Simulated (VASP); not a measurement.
# Ru in VASP: a series of runs, part 2 of 2

VASP 6.6.1.

## Step 3: Single point, LDA

The input, INCAR:

```
SYSTEM = Ru
  PREC = Accurate
  ENCUT = 400
  EDIFF = 1E-6
  ISMEAR = 0
  SIGMA = 0.1
  LREAL = .FALSE.
  LASPH = .TRUE.
  NELM = 120
  ALGO = Normal
  ISIF = 2
  LWAVE = .FALSE.
  LCHARG = .FALSE.
  LDIPOL = .TRUE.
  IDIPOL = 3
  DIPOL = 0.5 0.5 0.500
  GGA = CA
  NBANDS = 51
  GGA_COMPAT = .FALSE.
  NELMDL = -8
```

The input, KPOINTS:

```
regular mesh
0
G
  15 15 1
  0 0 0
```

The input, POSCAR:

```
Ru
1.0
    2.6738874567      0.0000000000      0.0000000000
   -1.3369437283      2.3156544644      0.0000000000
    0.0000000000      0.0000000000     25.5660006391
Ru
6
Direct
    0.6666666667      0.3333333333      0.2962197127
    0.3333333333      0.6666666667      0.3756009938
    0.6666666667      0.3333333333      0.4580430175
    0.3333333333      0.6666666667      0.5419569825
    0.6666666667      0.3333333333      0.6243990060
    0.3333333333      0.6666666667      0.7037802875
```

Potentials or basis: VASP PAW LDA potentials, release 64 (Ru_pv).

Started as:

```sh
cat potpaw_LDA.64/Ru_pv/POTCAR > POTCAR
mpirun -np 1 vasp_std > vasp.out
```

OUTCAR:

```text
SYSTEM = Ru
   PREC = Accurate
   ENCUT = 400
   EDIFF = 1E-6
   ISMEAR = 0
   LREAL = .FALSE.
   LASPH = .TRUE.
   NELM = 120
   ISIF = 2
   GGA = CA
   NELMDL = -8

 ion  position               nearest neighbor table
   1  0.667  0.333  0.296-   2 2.55   2 2.55   2 2.55
   2  0.333  0.667  0.376-   1 2.55   1 2.55   1 2.55   3 2.61   3 2.61   3 2.61
   3  0.667  0.333  0.458-   2 2.61   2 2.61   2 2.61   4 2.64   4 2.64   4 2.64
   4  0.333  0.667  0.542-   5 2.61   5 2.61   5 2.61   3 2.64   3 2.64   3 2.64
   5  0.667  0.333  0.624-   6 2.55   6 2.55   6 2.55   4 2.61   4 2.61   4 2.61
   6  0.333  0.667  0.704-   5 2.55   5 2.55   5 2.55

  LATTYP: Found a hexagonal cell.
 ALAT       =     2.6738874567
 C/A-ratio  =     9.5613600247

  Lattice vectors:

 A1 = (   2.6738874567,   0.0000000000,   0.0000000000)
 A2 = (  -1.3369437283,   2.3156544644,   0.0000000000)
 A3 = (   0.0000000000,   0.0000000000,  25.5660006391)

Analysis of symmetry for initial positions (statically):
=====================================================================
 Subroutine PRICEL returns:
 Original cell was already a primitive cell.

 Routine SETGRP: Setting up the symmetry group for a
 hexagonal supercell.

 Subroutine GETGRP returns: Found 12 space group operations
 (whereof 12 operations were pure point group operations)
 out of a pool of 24 trial point group operations.

The static configuration has the point symmetry D_3d.

Analysis of symmetry for dynamics (positions and initial velocities):
=====================================================================
 Subroutine PRICEL returns:
 Original cell was already a primitive cell.

 Routine SETGRP: Setting up the symmetry group for a
 hexagonal supercell.

 Subroutine GETGRP returns: Found 12 space group operations
 (whereof 12 operations were pure point group operations)
 out of a pool of 24 trial point group operations.

The dynamic configuration has the point symmetry D_3d.

 Subroutine INISYM returns: Found 12 space group operations
 (whereof 12 operations are pure point group operations),
 and found     1 'primitive' translations

----------------------------------------------------------------------------------------

                                     Primitive cell

  volume of cell :     158.2995

  direct lattice vectors                    reciprocal lattice vectors
     2.673887457  0.000000000  0.000000000     0.373987319  0.215921679  0.000000000
    -1.336943728  2.315654464  0.000000000     0.000000000  0.431843358  0.000000000
     0.000000000  0.000000000 25.566000639     0.000000000  0.000000000  0.039114448

  length of vectors
     2.673887457  2.673887457 25.566000639     0.431843358  0.431843358  0.039114448

  position of ions in fractional coordinates (direct lattice)
     0.666666667  0.333333333  0.296219713
     0.333333333  0.666666667  0.375600994
     0.666666667  0.333333333  0.458043018
     0.333333333  0.666666667  0.541956982
     0.666666667  0.333333333  0.624399006
[... 42 lines left out ...]
  0.200000  0.000000  0.000000      6.000000
  0.266667  0.000000  0.000000      6.000000
  0.333333  0.000000  0.000000      6.000000
[... 16 lines left out ...]
  0.333333  0.200000  0.000000     12.000000
  0.400000  0.200000  0.000000      6.000000
 [... further k-points ...]
   k-points           NKPTS =     27   k-points in BZ     NKDIM =     27   number of bands    NBANDS=     51
   number of dos      NEDOS =    301   number of ions     NIONS =      6
   total plane-waves  NPLWV =  54432
   dimension x,y,z NGX =    18 NGY =   18 NGZ =  168
   dimension x,y,z NGXF=    36 NGYF=   36 NGZF=  336
   ions per type =               6
   NGX,Y,Z   is equivalent  to a cutoff of  11.19, 11.19, 10.92 a.u.
   NGXF,Y,Z  is equivalent  to a cutoff of  22.38, 22.38, 21.85 a.u.
 SYSTEM =  Ru
   PREC   = accura    normal or accurate (medium, high low for compatibility)
   ISTART =      0    job   : 0-new  1-cont  2-samecut
   ICHARG =      2    charge: 1-file 2-atom 10-const
   ISPIN  =      1    spin polarized calculation?
   LNONCOLLINEAR =      F non collinear calculations
   LSORBIT =      F    spin-orbit coupling
   LASPH  =      T    aspherical Exc in radial PAW
   ENCUT  =  400.0 eV  29.40 Ry    5.42 a.u.   4.36  4.36 41.69*2*pi/ulx,y,z
   NELM   =    120;   NELMIN=  2; NELMDL= -8     # of ELM steps
   EDIFF  = 0.1E-05   stopping-criterion for ELM
   LREAL  =      F    real-space projection
   EDIFFG = 0.1E-04   stopping-criterion for IOM
   NSW    =      0    number of steps for IOM
   IBRION =     -1    ionic relax: 0-MD 1-quasi-New 2-CG
   NFREE  =      0    steps in history (QN), initial steepest desc. (CG)
   ISIF   =      2    stress and relaxation
   ISYM   =      2    0-nonsym 1-usesym 2-fastsym
   POTIM  = 0.5000    time-step for ionic-motion
   TEBEG  =    0.0;   TEEND  =   0.0 temperature during run
   PSTRESS=    0.0 pullay stress
   NELECT =      84.0000    total number of electrons
   NUPDOWN=      -1.0000    fix difference up-down
   EMIN   =  10.00;   EMAX   =-10.00  energy-range for DOS
   EFERMI =   0.00;   METHOD = LEGACY
   ISMEAR =     0;   SIGMA  =   0.10  broadening in eV -4-tet -1-fermi 0-gaus
   EFERMI_NEDOS =   21; number of points for ismear=-14 and -15
   IALGO  =     38    algorithm
   IMIX   =      4    mixing-type and parameters
     AMIX     =   0.40;   BMIX     =  1.00
     AMIX_MAG =   1.60;   BMIX_MAG =  1.00
  volume/ion in A,a.u.               =      26.38       178.04
  Fermi-wavevector in a.u.,A,eV,Ry     =   1.325383  2.504611 23.900536  1.756640
  Thomas-Fermi vector in A             =   2.454848
   LORBIT       =      0    0 simple, 1 ext, 2 COOP (PROOUT), +10 PAW based schemes
   GGA     = CA    functional components
   LHFCALC =     F    Hartree Fock is set to
   AEXX    =    0.0000 exact exchange contribution
   IVDW    =     0    specifies the selected vdW correction
   LEPSILON=     F    determine dielectric tensor
   LRPA    =     F    only Hartree local field effects (RPA)
 non-spin polarized calculation
 Gauss-broadening in eV      SIGMA  =   0.10
  energy-cutoff  :      400.00
  volume of cell :      158.30
 maximum number of plane-waves:      2957
 NGX is ok and might be reduce to    18
   NGX =  9   NGY =  9   NGZ = 83

 dipolmoment           0.000000      0.000000     -0.000000 electrons x Angstroem

 number of electron      84.0000035 magnetization

 dipolmoment           0.000000      0.000000      0.000000 electrons x Angstroem

 Free energy of the ion-electron system (eV)
  ---------------------------------------------------
  ext. energy  EPLUGINS =         0.00000000
  ---------------------------------------------------
  free energy    TOTEN  =       -61.73385920 eV

  energy without entropy =      -61.71017399  energy(sigma->0) =      -61.72201659

 E-fermi :   4.0055     XC(G=0):  -8.0696

 val. band max:        4.0015084212   @ k =   0.1333   0.1333   0.0000
 cond. band min:       4.0102517968   @ k =   0.2667   0.0000   0.0000
 fundamental gap:      0.0087433757
 Fermi energy:         4.0054909974

 k-point     1 :       0.0000    0.0000    0.0000
  band No.  band energies     occupation
      1     -39.6686      2.00000
      2     -39.5531      2.00000
      3     -39.0937      2.00000
      4     -38.7200      2.00000
      5     -38.7200      2.00000
      6     -38.7173      2.00000
[... 1285 lines left out ...]
     50       9.8800      0.00000
     51      10.3790      0.00000

 [... further k-points ...]

------------------------ aborting loop because EDIFF is reached ----------------------------------------

 vacuum level on the upper side and lower side of the slab       (xc-potential included)        -0.246        -0.246

  FORCE on cell =-STRESS in cart. coord.  units (eV):
  Direction    XX          YY          ZZ          XY          YZ          ZX
  --------------------------------------------------------------------------------------
  -------------------------------------------------------------------------------------
  Total       -2.9105298     -2.9105298      0.0825557     -0.0000000      0.0000000     -0.0000000
  in kB      -29.4579795    -29.4579795      0.8355606     -0.0000000      0.0000000     -0.0000000
  external PRESSURE =     -19.3601328 kB  Pullay stress =       0.0000000 kB

 VOLUME and BASIS-vectors are now :
 -----------------------------------------------------------------------------
  energy-cutoff  :      400.00
  volume of cell :      158.30
      direct lattice vectors                 reciprocal lattice vectors
     2.673887457  0.000000000  0.000000000     0.373987319  0.215921679  0.000000000
    -1.336943728  2.315654464  0.000000000     0.000000000  0.431843358  0.000000000
     0.000000000  0.000000000 25.566000639     0.000000000  0.000000000  0.039114448

 POSITION                                       TOTAL-FORCE (eV/Angst)
 -----------------------------------------------------------------------------------
      1.33694      0.77188      7.57315        -0.000000     -0.000000     -0.073386
     -0.00000      1.54377      9.60262        -0.000000      0.000000      0.023153
      1.33694      0.77188     11.71033         0.000000     -0.000000      0.004859
     -0.00000      1.54377     13.85567         0.000000      0.000000     -0.004859
      1.33694      0.77188     15.96339         0.000000      0.000000     -0.023153
     -0.00000      1.54377     17.99285         0.000000      0.000000      0.073386
 -----------------------------------------------------------------------------------
    total drift:                                0.000000      0.000000      0.000000

  FREE ENERGIE OF THE ION-ELECTRON SYSTEM (eV)
  ---------------------------------------------------
  free  energy   TOTEN  =       -61.7338591971 eV

  energy  without entropy=      -61.7101739898  energy(sigma->0) =      -61.72201659

 vacuum level on the upper side and lower side of the slab         9.227         9.227
```

Run time: 3.1 min. Hardware: 1 thread of Intel Xeon 6975P-C (Granite Rapids), shared host; peak memory 0.24 GiB.

What came out:

- Free energy: -61.7339 eV
- Largest force: 0.073 eV/Å
- Band gap on the k mesh: zero (bands 42 and 43 overlap by 2.64 eV)

Forces in eV/Å, atoms in the order of the input:
```
Ru   0.000  0.000 -0.073
Ru   0.000  0.000  0.023
Ru   0.000  0.000  0.005
Ru   0.000  0.000 -0.005
Ru   0.000  0.000 -0.023
Ru   0.000  0.000  0.073
```
